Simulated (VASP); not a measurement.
Input of a VASP 6.6.1 run:

File POSCAR:

```
HgTe
1.0
    3.0123365776     -3.4898894638      0.0000000000
    3.0123365776      3.4898894638      0.0000000000
    0.0000000000      0.0000000000      5.8365565098
Hg Te
2 2
Direct
    0.3430500000      0.6569500000      0.7500000000
    0.6569500000      0.3430500000      0.2500000000
    0.7848090000      0.2151910000      0.7500000000
    0.2151910000      0.7848090000      0.2500000000
```

Contents of INCAR.step1:

```
SYSTEM = HgTe
  PREC = Accurate
  ENCUT = 520
  ISMEAR = -1
  SIGMA = 0.05
  LREAL = .FALSE.
  LASPH = .TRUE.
  NELM = 60
  NBANDS = 26
  GGA = PE
  ALGO = Normal
  EDIFF = 1E-4
  LWAVE = .TRUE.
  LCHARG = .FALSE.
```

File INCAR.step2:

```
SYSTEM = HgTe
  PREC = Accurate
  ENCUT = 520
  EDIFF = 1E-6
  ISMEAR = -1
  SIGMA = 0.05
  LREAL = .FALSE.
  LASPH = .TRUE.
  NELM = 60
  ALGO = Normal
  ISIF = 2
  LWAVE = .FALSE.
  LCHARG = .FALSE.
  METAGGA = R2SCAN
  LMIXTAU = .TRUE.
  IVDW = 12
  VDW_S6 = 1.0
  VDW_S8 = 0.78981345
  VDW_A1 = 0.49484001
  VDW_A2 = 5.73083694
  NBANDS = 26
  ISTART = 1
```

File KPOINTS:

```
regular mesh
0
G
  4 4 4
  0 0 0
```

Potentials or basis: VASP PAW PBE potentials, release 64 (Hg, Te).

Command:

```console
$ cat potpaw_PBE.64/Hg/POTCAR potpaw_PBE.64/Te/POTCAR > POTCAR
$ cp INCAR.step1 INCAR
$ mpirun -np 1 vasp_std > vasp.out
$ cp INCAR.step2 INCAR
$ mpirun -np 1 vasp_std > vasp.out
```

Q: What does it give for the band gap on the k mesh?

A: Zero (band 18 reaches 3.80 eV, above the bottom of band 19 at 1.86 eV).

Q: Predict the largest force.

A: 0.155 eV/Å.

Q: What does it give for the pressure?

A: -2.9 GPa.

Stress tensor (GPa, compression positive):
```
-3.21  0.00  0.00
 0.00 -2.16  0.00
 0.00  0.00 -3.46
```

Caveat: three body term missing; the PAW data sets were made with another functional, which shifts forces and pressure a little; spin-orbit coupling is left out, which moves the levels of the heavy elements; pairwise dispersion overbinds metals, which lowers pressure and volume.
